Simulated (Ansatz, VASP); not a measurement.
# Two plane-wave programs on InSb

```
In Sb
1.0
     0.00000    3.22827    3.22827
     3.22827    0.00000    3.22827
     3.22827    3.22827    0.00000
In Sb
1 1
Direct
  0.00000 0.00000 0.00000
  0.75000 0.75000 0.75000
```

Change from the starting cell: volume scaled by 0.99, PAW files.

Alike in both runs: task electric field gradients; functional LDA; k mesh 10 × 10 × 10; occupations fermi-dirac, width 0.03 eV; no spin polarisation.

|  | VASP | Ansatz |
| --- | --- | --- |
| version | VASP 6.6.1 | Ansatz 0.2.0 |
| potentials or method | VASP PAW LDA potentials, release 64 (In_d, Sb) | PAW with Ansatz's default frozen-core files, scalar-relativistic |
| plane-wave cutoff (eV) | 520 | 420 |
| valence electrons in the cell | 18 | 28 |

|  | VASP | Ansatz | Ansatz less VASP |
| --- | --- | --- | --- |
| pressure (GPa) | -0.1 | -0.1 | -0.09 |

LDA's correlation is that of Perdew and Zunger in VASP and of Perdew and Wang (1992) in Ansatz. VASP's potentials hold 18 valence electrons a cell and Ansatz's 28, so a difference there can come from the potentials and not from the codes.

Neither program's run includes spin-orbit coupling.
